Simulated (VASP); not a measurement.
Here is a VASP 6.6.1 calculation.

INCAR

```
SYSTEM = WSe4
  PREC = Accurate
  ENCUT = 520
  EDIFF = 1E-7
  ISMEAR = 0
  SIGMA = 0.1
  LREAL = .False.
  LASPH = .True.
  NELM = 60
  ALGO = Normal
  ISIF = 2
  LWAVE = .False.
  LCHARG = .True.
  GGA = PE
  LELF = .True.
  LVHAR = .True.
  NBANDS = 27
```

KPOINTS

```
regular mesh
0
Gamma
  4 4 4
  0 0 0
```

File POSCAR:

```
WSe4
1.0
    4.9105174648      0.0000000000      0.0000000000
    0.0000000000      4.9105174648      0.0000000000
    0.0000000000      0.0000000000      4.9105174648
W Se
1 4
Direct
    0.0000000000      0.0000000000      0.0000000000
    0.5000000000      0.0000000000      0.0000000000
    0.0000000000      0.5000000000      0.0000000000
    0.0000000000      0.0000000000      0.5000000000
    0.5000000000      0.5000000000      0.5000000000
```

Potentials or basis: VASP PAW PBE potentials, release 64 (W_sv, Se).

The run is started by

```sh
$ cat potpaw_PBE.64/W_sv/POTCAR potpaw_PBE.64/Se/POTCAR > POTCAR
$ mpirun -np 1 vasp_std > vasp.out
```

Predict the pressure.

-0.3 GPa.

Predict the band gap on the k mesh.

zero (band 19 reaches 4.67 eV, above the bottom of band 20 at 2.72 eV).

Caveat: spin-orbit coupling is left out, which moves the levels of the heavy elements.
